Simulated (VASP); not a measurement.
Wanted: the native input for a VASP 6.6.1 run.

```
Task                   : single point
Functional             : PBEsol
Potentials or basis    : VASP PAW PBE potentials, release 64 (Ta_pv, Si)
Cutoff                 : 520 eV
k mesh                 : 9 × 9 × 3
Occupations            : gaussian, width 0.15 eV
Spin                   : no spin polarisation
Dipole correction      : no
Further INCAR settings : LREAL = Auto; ALGO = Normal; EDIFF = 1e-06; NBANDS = 72
```

The structure of TaSi2 lies in POSCAR:

```
TaSi2
1.0
   -4.7608595400      0.0000000000      0.0000000000
   -2.3804297700     -4.1230253055      0.0000000000
    0.0000000000      0.0000000000     19.1115682148
Ta Si
6 12
Direct
    0.5000000000      1.0000000000      0.0571826026
    0.5000000000      1.0000000000      0.4002096129
    0.0000000000      0.5000000000      0.1715249394
    0.0000000000      0.5000000000      0.5145519497
    0.5000000000      0.5000000000      0.6288942865
    0.5000000000      0.5000000000      0.2858672762
    0.1592675414      0.6814649172      0.0571826026
    0.1592675414      0.6814649172      0.4002096129
    0.3185350828      0.8407324586      0.1715249394
    0.3185350828      0.8407324586      0.5145519497
    0.1592675414      0.1592675414      0.6288942865
    0.1592675414      0.1592675414      0.2858672762
    0.8407324586      0.3185350828      0.0571826026
    0.8407324586      0.3185350828      0.4002096129
    0.6814649172      0.1592675414      0.1715249394
    0.6814649172      0.1592675414      0.5145519497
    0.8407324586      0.8407324586      0.6288942865
    0.8407324586      0.8407324586      0.2858672762
```

This cell differs from its parent crystal: the distance across one plane changed.

The input as run:

INCAR

```
SYSTEM = TaSi2
  PREC = Accurate
  ENCUT = 520
  EDIFF = 1E-6
  ISMEAR = 0
  SIGMA = 0.15
  LREAL = Auto
  LASPH = .TRUE.
  NELM = 80
  ALGO = Normal
  ISIF = 2
  LWAVE = .FALSE.
  LCHARG = .FALSE.
  GGA = PS
  NBANDS = 72
```

KPOINTS

```
Automatic mesh
0
G
  9 9 3
  0 0 0
```

Potentials or basis: VASP PAW PBE potentials, release 64 (Ta_pv, Si).

Launch:

```bash
$ cat potpaw_PBE.64/Ta_pv/POTCAR potpaw_PBE.64/Si/POTCAR > POTCAR
$ mpirun -np 1 vasp_std > vasp.out
```

It gave:

```
Largest force          : 1.278 eV/Å
Band gap on the k mesh : zero (bands 57 and 58 overlap by 0.28 eV)
```

Caveat: the cell differs from its parent crystal (the distance across one plane changed); the PAW data sets were made with another functional, which shifts forces and pressure a little; spin-orbit coupling is left out, which moves the levels of the heavy elements.

Wall time 24 min on 1 thread of Intel(R) Xeon(R) 6975P-C (Granite Rapids), on a shared host, peak memory 0.97 GiB.
